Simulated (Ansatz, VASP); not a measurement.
**BaTiO3 in VASP and in Ansatz**

File POSCAR:

```
BaTiO3
1.0
    3.9720406786      0.0000000000      0.0000000000
    0.0000000000      3.9720406786      0.0000000000
    0.0000000000      0.0000000000      4.1129859223
Ba Ti O
1 1 3
Direct
    0.5000000000      0.5000000000      0.5850376240
    0.0000000000      0.0000000000      0.1031585467
    0.0000000000      0.5000000000      0.0629149697
    0.5000000000      0.0000000000      0.0629149697
    0.0000000000      0.0000000000      0.5459708799
```

Contents of INCAR.step1:

```
  ALGO = Normal
  EDIFF = 1E-4
  ENCUT = 520
  GGA = PE
  GGA_COMPAT = False
  ISMEAR = 0
  LASPH = True
  LCHARG = False
  LMAXMIX = 4
  LREAL = False
  LSORBIT = True
  LWAVE = True
  MAGMOM = 0 0 0 0 0 0 0 0 0 0 0 0 0 0 0
  NBANDS = 55
  NELM = 150
  PREC = Accurate
  SIGMA = 0.01
```

INCAR.step2

```
  ALGO = Normal
  EDIFF = 1E-7
  ENCUT = 520
  GGA_COMPAT = False
  ISIF = 2
  ISMEAR = 0
  ISTART = 1
  LASPH = True
  LCHARG = False
  LMAXMIX = 4
  LMIXTAU = True
  LORBIT = 11
  LORBMOM = True
  LREAL = False
  LSORBIT = True
  LWAVE = False
  MAGMOM = 0 0 0 0 0 0 0 0 0 0 0 0 0 0 0
  METAGGA = R2SCAN
  NBANDS = 55
  NELM = 150
  PREC = Accurate
  SIGMA = 0.01
```

File KPOINTS:

```
k-points
0
Gamma
  6 6 6
```

Input for Ansatz:

```yaml
crystal:
  lattice:
    - [3.9720406786, 0.0, 0.0]
    - [0.0, 3.9720406786, 0.0]
    - [0.0, 0.0, 4.1129859223]
  atoms:
    - { symbol: Ba, position: [0.5, 0.5, 0.585037624] }
    - { symbol: Ti, position: [0.0, 0.0, 0.1031585467] }
    - { symbol: O, position: [0.0, 0.5, 0.0629149697] }
    - { symbol: O, position: [0.5, 0.0, 0.0629149697] }
    - { symbol: O, position: [0.0, 0.0, 0.5459708799] }
kpoints:
  mp_grid: { grid: [6, 6, 6] }
  band_path:
    path:
      - [0.0, 0.0, 0.0]
      - [0.0, 0.5, 0.0]
      - [0.5, 0.5, 0.0]
      - [0.0, 0.0, 0.5]
      - [0.0, 0.5, 0.5]
      - [0.5, 0.5, 0.5]
      - [-0.5, -0.5, 0.479167]
    npoints: 1
hamiltonian:
  xc: r2scan
scf:
  occupations: { method: fixed }
  n_extra_bands: 10
magnetization:
  noncollinear: true
  spin_orbit: true
output:
  forces: true
  stress: true
  eigenvalues: true
  write_density: true
  write_potential: true
  elf: true
  volumetric_format: npy
```

Alike in both runs: task single point; functional r2SCAN; k mesh 6 × 6 × 6; non-collinear spin, spin-orbit coupling.

|  | VASP | Ansatz |
| --- | --- | --- |
| version | VASP 6.6.1 | Ansatz 0.2.0 |
| potentials or method | VASP PAW PBE potentials, release 64 (Ba_sv, Ti_sv, O) | plane waves, PAW |
| plane-wave cutoff (eV) | 520 | 500 |
| occupations | gaussian, width 0.01 eV | fixed |
| valence electrons in the cell | 40 | 40 |

VASP gave:

| Property | Result |
| --- | --- |
| pressure (GPa) | 1.9 |
| traceless stress, the component that is largest in VASP (GPa) | 0.11 |
| rms of the force components (eV/Å) | 0.060 |

Question: What did Ansatz give for the same quantities?

Answer: Pressure (GPa): 0.0; traceless stress, the component that is largest in VASP (GPa): 0.00; rms of the force components (eV/Å): 0.000.

VASP's potentials were made for PBE, not for r2SCAN. Atom by atom the forces differ by 0.060 eV/Å (rms over components).
